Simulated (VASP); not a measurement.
# AlP (F-43m) in VASP: a series of runs

Runs on AlP. Level: r2SCAN. Tasks: single point.

Program: VASP 6.6.1. These are calculated values, not measurements. Logs are shortened: lines on timing, memory, paths and dates and some standing lists are left out, and cuts for length are marked.

### Step 1. The cell of the first run

Symmetry: F-43m, No. 216, cubic system. Conventional cell: a = 5.464 Å, b = 5.464 Å, c = 5.464 Å, α = 90.00°, β = 90.00°, γ = 90.00°. Within 3.1 Å of Al (site symmetry -43m) lie 4 P at 2.37 Å. Within 3.1 Å of P (site symmetry -43m) lie 4 Al at 2.37 Å.

### Step 2. Single point, r2SCAN

The input, POSCAR:

```
AlP
1.0
    0.0000000000      2.7320000000      2.7320000000
    2.7320000000      0.0000000000      2.7320000000
    2.7320000000      2.7320000000      0.0000000000
Al P
1 1
Direct
    0.0000000000      0.0000000000      0.0000000000
    0.2500000000      0.2500000000      0.2500000000
```

The input, INCAR.step1:

```
PREC = Accurate
ENCUT = 550
ISMEAR = 0
SIGMA = 0.1
LREAL = False
LASPH = True
NELM = 120
NBANDS = 11
GGA = PE
ALGO = Normal
EDIFF = 1E-5
LWAVE = True
LCHARG = False
GGA_COMPAT = False
```

The input, INCAR.step2:

```
PREC = Accurate
ENCUT = 550
EDIFF = 1E-6
ISMEAR = 0
SIGMA = 0.1
LREAL = False
LASPH = True
NELM = 120
ALGO = Normal
ISIF = 2
LWAVE = False
LCHARG = False
METAGGA = R2SCAN
LMIXTAU = True
NBANDS = 11
ISTART = 1
GGA_COMPAT = False
```

The input, KPOINTS:

```
Automatic mesh
0
Gamma
  6 6 6
```

Potentials or basis: VASP PAW PBE potentials, release 64 (Al, P).

On the command line:

```sh
> cat potpaw_PBE.64/Al/POTCAR potpaw_PBE.64/P/POTCAR > POTCAR
> cp INCAR.step1 INCAR
> mpirun -np 1 vasp_std > vasp.out
> cp INCAR.step2 INCAR
> mpirun -np 1 vasp_std > vasp.out
```

OUTCAR:

```text
PREC = Accurate
   ENCUT = 550
   EDIFF = 1E-6
   ISMEAR = 0
   LREAL = False
   LASPH = True
   NELM = 120
   ISIF = 2
   METAGGA = R2SCAN
   ISTART = 1

 ion  position               nearest neighbor table
   1  0.000  0.000  0.000-   2 2.37   2 2.37   2 2.37   2 2.37
   2  0.250  0.250  0.250-   1 2.37   1 2.37   1 2.37   1 2.37

  LATTYP: Found a face centered cubic cell.
 ALAT       =     5.4640000000

  Lattice vectors:

 A1 = (   0.0000000000,   2.7320000000,   2.7320000000)
 A2 = (   2.7320000000,   0.0000000000,   2.7320000000)
 A3 = (   2.7320000000,   2.7320000000,   0.0000000000)

Analysis of symmetry for initial positions (statically):
=====================================================================
 Subroutine PRICEL returns:
 Original cell was already a primitive cell.

 Routine SETGRP: Setting up the symmetry group for a
 face centered cubic supercell.

 Subroutine GETGRP returns: Found 24 space group operations
 (whereof 24 operations were pure point group operations)
 out of a pool of 48 trial point group operations.

The static configuration has the point symmetry T_d .

Analysis of symmetry for dynamics (positions and initial velocities):
=====================================================================
 Subroutine PRICEL returns:
 Original cell was already a primitive cell.

 Routine SETGRP: Setting up the symmetry group for a
 face centered cubic supercell.

 Subroutine GETGRP returns: Found 24 space group operations
 (whereof 24 operations were pure point group operations)
 out of a pool of 48 trial point group operations.

The dynamic configuration has the point symmetry T_d .

 Subroutine INISYM returns: Found 24 space group operations
 (whereof 24 operations are pure point group operations),
 and found     1 'primitive' translations

----------------------------------------------------------------------------------------

                                     Primitive cell

  volume of cell :      40.7823

  direct lattice vectors                    reciprocal lattice vectors
     0.000000000  2.732000000  2.732000000    -0.183016105  0.183016105  0.183016105
     2.732000000  0.000000000  2.732000000     0.183016105 -0.183016105  0.183016105
     2.732000000  2.732000000  0.000000000     0.183016105  0.183016105 -0.183016105

  length of vectors
     3.863631452  3.863631452  3.863631452     0.316993193  0.316993193  0.316993193

  position of ions in fractional coordinates (direct lattice)
     0.000000000  0.000000000  0.000000000
     0.250000000  0.250000000  0.250000000

[... 77 lines left out ...]
   PSTRESS=    0.0 pullay stress
   NELECT =       8.0000    total number of electrons
   NUPDOWN=      -1.0000    fix difference up-down
   EMIN   =  10.00;   EMAX   =-10.00  energy-range for DOS
   EFERMI =   0.00;   METHOD = LEGACY
   ISMEAR =     0;   SIGMA  =   0.10  broadening in eV -4-tet -1-fermi 0-gaus
   EFERMI_NEDOS =   21; number of points for ismear=-14 and -15
   IALGO  =     38    algorithm
   IMIX   =      4    mixing-type and parameters
     AMIX     =   0.40;   BMIX     =  1.00
     AMIX_MAG =   1.60;   BMIX_MAG =  1.00
  volume/ion in A,a.u.               =      20.39       137.61
  Fermi-wavevector in a.u.,A,eV,Ry     =   0.951220  1.797544 12.310807  0.904819
  Thomas-Fermi vector in A             =   2.079669
   LORBIT       =      0    0 simple, 1 ext, 2 COOP (PROOUT), +10 PAW based schemes
   METAGGA = R2SCAN    functional components
   LHFCALC =     F    Hartree Fock is set to
   AEXX    =    0.0000 exact exchange contribution
   IVDW    =     0    specifies the selected vdW correction
   LEPSILON=     F    determine dielectric tensor
   LRPA    =     F    only Hartree local field effects (RPA)
 non-spin polarized calculation
 Gauss-broadening in eV      SIGMA  =   0.10
  energy-cutoff  :      550.00
  volume of cell :       40.78
 maximum number of plane-waves:      1243
 NGX is ok and might be reduce to    30
   NGX = 15   NGY = 15   NGZ = 15

 number of electron       7.9999999 magnetization

 Free energy of the ion-electron system (eV)
  ---------------------------------------------------
  ext. energy  EPLUGINS =         0.00000000
  ---------------------------------------------------
  free energy    TOTEN  =       -17.20300367 eV

  energy without entropy =      -17.20300367  energy(sigma->0) =      -17.20300367

 E-fermi :   4.8225     XC(G=0):  -9.6204

 val. band max:        4.3904733247   @ k =   0.0000   0.0000   0.0000
 cond. band min:       6.3021805872   @ k =   0.5000   0.5000   0.0000
 fundamental gap:      1.9117072625
 Fermi energy:         4.8224802222

 k-point     1 :       0.0000    0.0000    0.0000
  band No.  band energies     occupation
      1      -7.5856      2.00000
      2       4.3905      2.00000
      3       4.3905      2.00000
      4       4.3905      2.00000
      5       8.3731      0.00000
      6       9.3620      0.00000
      7       9.3620      0.00000
      8       9.3620      0.00000
      9      13.6964      0.00000
     10      13.6964      0.00000
     11      15.5698      0.00000
[... 197 lines left out ...]
 k-point    16 :      -0.3333    0.5000    0.1667
  band No.  band energies     occupation
      1      -5.1204      2.00000
      2      -0.7515      2.00000
      3       1.3991      2.00000
      4       1.6653      2.00000
      5       8.0727      0.00000
      6       9.1372      0.00000
      7      12.6571      0.00000
      8      12.9963      0.00000
      9      16.5207      0.00000
     10      17.0600      0.00000
     11      18.5915      0.00000

------------------------ aborting loop because EDIFF is reached ----------------------------------------

  FORCE on cell =-STRESS in cart. coord.  units (eV):
  Direction    XX          YY          ZZ          XY          YZ          ZX
  --------------------------------------------------------------------------------------
  -------------------------------------------------------------------------------------
  Total        0.1174240      0.1174240      0.1174240     -0.0000000      0.0000000     -0.0000000
  in kB        4.6131272      4.6131272      4.6131272     -0.0000000      0.0000000     -0.0000000
  external PRESSURE =       4.6131272 kB  Pullay stress =       0.0000000 kB

 VOLUME and BASIS-vectors are now :
 -----------------------------------------------------------------------------
  energy-cutoff  :      550.00
  volume of cell :       40.78
      direct lattice vectors                 reciprocal lattice vectors
     0.000000000  2.732000000  2.732000000    -0.183016105  0.183016105  0.183016105
     2.732000000  0.000000000  2.732000000     0.183016105 -0.183016105  0.183016105
     2.732000000  2.732000000  0.000000000     0.183016105  0.183016105 -0.183016105

 POSITION                                       TOTAL-FORCE (eV/Angst)
 -----------------------------------------------------------------------------------
      0.00000      0.00000      0.00000        -0.000000     -0.000000     -0.000000
      1.36600      1.36600      1.36600         0.000000      0.000000      0.000000
 -----------------------------------------------------------------------------------
    total drift:                               -0.000000     -0.000000     -0.000000

  FREE ENERGIE OF THE ION-ELECTRON SYSTEM (eV)
  ---------------------------------------------------
  free  energy   TOTEN  =       -17.2030036710 eV

  energy  without entropy=      -17.2030036710  energy(sigma->0) =      -17.20300367
```

OUTCAR.step1:

```text
PREC = Accurate
   ENCUT = 550
   ISMEAR = 0
   LREAL = False
   LASPH = True
[... 435 lines left out ...]
      0.00000      0.00000      0.00000        -0.000000      0.000000     -0.000000
      1.36600      1.36600      1.36600         0.000000     -0.000000      0.000000
 -----------------------------------------------------------------------------------
    total drift:                               -0.000000     -0.000000     -0.000000

  FREE ENERGIE OF THE ION-ELECTRON SYSTEM (eV)
  ---------------------------------------------------
  free  energy   TOTEN  =       -10.3635115079 eV

  energy  without entropy=      -10.3635115079  energy(sigma->0) =      -10.36351151
```

OSZICAR.step1:

```text
N       E                     dE             d eps       ncg     rms          rms(c)
DAV:   1     0.127492320694E+02    0.12749E+02   -0.32864E+03   352   0.585E+02
DAV:   2    -0.976234564075E+01   -0.22512E+02   -0.21756E+02   481   0.917E+01
DAV:   3    -0.107067948056E+02   -0.94445E+00   -0.94283E+00   440   0.179E+01
DAV:   4    -0.107159559828E+02   -0.91612E-02   -0.91605E-02   411   0.216E+00
DAV:   5    -0.107161259078E+02   -0.16992E-03   -0.16992E-03   462   0.275E-01    0.451E+00
DAV:   6    -0.104064034389E+02    0.30972E+00   -0.62029E-01   394   0.292E+00    0.287E+00
DAV:   7    -0.103629450898E+02    0.43458E-01   -0.22193E-01   406   0.191E+00    0.145E+00
DAV:   8    -0.103634321515E+02   -0.48706E-03   -0.15427E-02   400   0.608E-01    0.235E-01
DAV:   9    -0.103633461842E+02    0.85967E-04   -0.73180E-04   403   0.150E-01    0.962E-02
DAV:  10    -0.103635075757E+02   -0.16139E-03   -0.24334E-04   394   0.821E-02    0.118E-02
DAV:  11    -0.103635115079E+02   -0.39321E-05   -0.24622E-05   450   0.224E-02
   1 F= -.10363512E+02 E0= -.10363512E+02  d E =-.355811E-10
```

Wall time 27 s (1 thread of Intel Xeon Platinum 8375C at 2.90GHz (Ice Lake), shared host); peak memory 0.16 GiB.

What came out:

```yaml
Free_energy: -17.2030 eV
Pressure: 0.5 GPa
Band_gap_on_the_k_mesh: 1.91 eV (least direct gap 3.98 eV)
```

Levels at points of the mesh, in eV from the valence-band top:
```csv
k point,band 1,band 2,band 3,band 4,band 5,band 6,band 7,band 8
"(0.00, 0.00, 0.00)",-11.98,0.00,0.00,0.00,3.98,4.97,4.97,4.97
"(0.50, 0.00, 0.00)",-10.24,-5.66,-0.79,-0.79,3.32,5.22,5.22,8.94
"(0.50, 0.50, 0.00)",-9.55,-5.43,-2.18,-2.18,1.91,2.84,11.97,11.97
```

Caveat: the PAW data sets were made with another functional, which shifts forces and pressure a little.

### Step 3. Single point, r2SCAN

This run uses another cell than the first one, of 20.55 Å³/atom.

The input, POSCAR:

```
AlP
1.0
    0.0000000000      2.7391850002      2.7391850002
    2.7391850002      0.0000000000      2.7391850002
    2.7391850002      2.7391850002      0.0000000000
Al P
1 1
Direct
    0.0000000000      0.0000000000      0.0000000000
    0.2500000000      0.2500000000      0.2500000000
```

The input, INCAR.step1:

```
PREC = Accurate
ENCUT = 550
ISMEAR = 0
SIGMA = 0.02
LREAL = F
LASPH = T
NELM = 120
NBANDS = 11
GGA = PE
ALGO = Normal
EDIFF = 1E-5
LWAVE = T
LCHARG = F
GGA_COMPAT = F
```

The input, INCAR.step2:

```
PREC = Accurate
ENCUT = 550
EDIFF = 1E-6
ISMEAR = 0
SIGMA = 0.02
LREAL = F
LASPH = T
NELM = 120
ALGO = Normal
ISIF = 2
LWAVE = F
LCHARG = F
METAGGA = R2SCAN
LMIXTAU = T
NBANDS = 11
ISTART = 1
GGA_COMPAT = F
```

The input, KPOINTS:

```
regular mesh
0
Gamma
  8 8 8
```

Potentials or basis: VASP PAW PBE potentials, release 64 (Al, P).

On the command line:

```sh
> cat potpaw_PBE.64/Al/POTCAR potpaw_PBE.64/P/POTCAR > POTCAR
> cp INCAR.step1 INCAR
> mpirun -np 1 vasp_std > vasp.out
> cp INCAR.step2 INCAR
> mpirun -np 1 vasp_std > vasp.out
```

Wall time 42 s (1 thread of Intel Xeon Platinum 8375C at 2.90GHz (Ice Lake), shared host); peak memory 0.17 GiB.

It converged, with:

| Property | Result |
| --- | --- |
| Free energy | -17.2095 eV |
| Pressure | -0.3 GPa |
| Band gap on the k mesh | 1.93 eV (least direct gap 3.91 eV) |

Levels at points of the mesh, in eV from the valence-band top:
```tsv
k point	band 2	band 3	band 4	band 5	band 6	band 7
(0.00, 0.00, 0.00)	0.00	0.00	0.00	3.91	4.96	4.96
(0.50, 0.00, 0.00)	-5.63	-0.79	-0.79	3.29	5.22	5.22
(0.50, 0.50, 0.00)	-5.40	-2.16	-2.16	1.93	2.85	11.90
```

Caveat: the PAW data sets were made with another functional, which shifts forces and pressure a little. A k mesh can miss the band edges.
